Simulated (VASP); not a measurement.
Input of a VASP 6.6.1 run:

File INCAR:

```
SYSTEM = CdS
ALGO     = Normal         ! electronic algorithm
EDIFF    = 1E-6           ! SCF threshold, eV
ENCUT    = 520            ! plane-wave cutoff, eV
GGA      = PE             ! functional
ISIF     = 2              ! what is computed and relaxed
ISMEAR   = -1             ! smearing method
LASPH    = .True.         ! aspherical terms in the spheres
LCHARG   = .True.         ! write CHGCAR
LELF     = .True.         ! ELF
LREAL    = .False.        ! projectors in reciprocal space
LVHAR    = .True.       
LWAVE    = .False.        ! write WAVECAR
NBANDS   = 26             ! bands
NELM     = 100            ! most SCF steps
PREC     = Accurate       ! precision mode
SIGMA    = 0.02           ! smearing width, eV
```

KPOINTS

```
k-points
0
Gamma
  12 12 4
  0 0 0
```

Contents of POSCAR:

```
CdS
1.0
    4.1121470157      0.0000000000      0.0000000000
   -2.0560735078      3.5612237797      0.0000000000
    0.0000000000      0.0000000000      6.7659754197
Cd S
2 2
Direct
    0.3333333333      0.6666666667      0.0005890635
    0.6666666667      0.3333333333      0.5005890635
    0.3333333333      0.6666666667      0.3744109365
    0.6666666667      0.3333333333      0.8744109365
```

Potentials or basis: VASP PAW PBE potentials, release 64 (Cd, S).

Run with:

```console
$ cat potpaw_PBE.64/Cd/POTCAR potpaw_PBE.64/S/POTCAR > POTCAR
$ mpirun -np 1 vasp_std > vasp.out
```

Task: What does it give for the band gap on the k mesh?

Result: 1.21 eV, direct.

Task: What does it give for the pressure?

Result: 3.3 GPa.

Stress tensor (GPa, compression positive):
```
3.48 0.00 0.00
0.00 3.48 0.00
0.00 0.00 3.00
```

Caveat: the cell differs from its parent crystal (biaxial xy strain -1.3%). A k mesh can miss the band edges.
